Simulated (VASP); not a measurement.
Here is a VASP 6.6.1 calculation.

Contents of INCAR:

```
PREC = Accurate
ENCUT = 520
EDIFF = 1E-7
ISMEAR = 0
SIGMA = 0.1
LREAL = F
LASPH = T
NELM = 60
ALGO = Normal
ISIF = 2
LWAVE = F
LCHARG = F
GGA = PS
NBANDS = 29
```

File KPOINTS:

```
regular mesh
0
Gamma
  10 10 10
```

The input POSCAR:

```
TiSi2
1.0
    0.0000000000      4.1872754823      4.3108900456
    2.4297961581      0.0000000000      4.3108900456
    2.4297961581      4.1872754823      0.0000000000
Ti Si
2 4
Direct
    0.7500000000      0.7500000000      0.7500000000
    0.5000000000      0.5000000000      0.5000000000
    0.0864229785      0.4135770215      0.0864229785
    0.4135770215      0.0864229785      0.4135770215
    0.1635770215      0.8364229785      0.1635770215
    0.8364229785      0.1635770215      0.8364229785
```

Potentials or basis: VASP PAW PBE potentials, release 64 (Ti_sv, Si).

Run with:

```sh
$ cat potpaw_PBE.64/Ti_sv/POTCAR potpaw_PBE.64/Si/POTCAR > POTCAR
$ mpirun -np 1 vasp_std > vasp.out
```

(1) Predict the band gap on the k mesh.

(2) What does it give for the pressure?

Results:

(1) zero (bands 20 and 21 overlap by 1.76 eV).

(2) -7.6 GPa.

Caveat: the cell stands under tension; the PAW data sets were made with another functional, which shifts forces and pressure a little.
